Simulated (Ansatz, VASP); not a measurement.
# Ru2C3: VASP beside Ansatz

```
Ru C
1.0
     3.21392    0.00000    0.00000
    -1.60696    2.78334    0.00000
     0.00000    0.00000    5.41707
Ru C
2 3
Cartesian
  0.0000 1.8556 1.2295
  1.6070 0.9278 4.1875
  0.0000 0.0000 0.0000
  0.0000 1.8556 3.2193
  1.6070 0.9278 2.1978
```

Alike in both runs: functional PBE; k mesh 6 × 6 × 4; occupations gaussian, width 0.1 eV; no spin polarisation.

Ansatz relaxed the structure, and its values are those at the end. VASP's run is a single point on that final structure, the one shown.

```csv
,VASP,Ansatz
version,VASP 6.6.1,Ansatz 0.2.0
potentials or method,"VASP PAW PBE potentials, release 64 (Ru_pv, C), cutoff 520 eV","scalar-relativistic, plane waves, PAW"
valence electrons in the cell,40,44
```

```csv
,VASP,Ansatz,Ansatz less VASP
gap on the k mesh at the Fermi level (eV),none,none,-
pressure (GPa),0.2,0.0,-0.18
rms of the force components (eV/Å),0.014,0.001,-0.0137
```

A gap of «none» marks a metal or a gap that the smearing closes. The functional is the same, so the differences come from potentials, cutoffs and numerics. VASP's potentials hold 40 valence electrons a cell and Ansatz's 44, so a difference there can come from the potentials and not from the codes.

The k mesh is coarse, so the values compare programs but aren't converged.
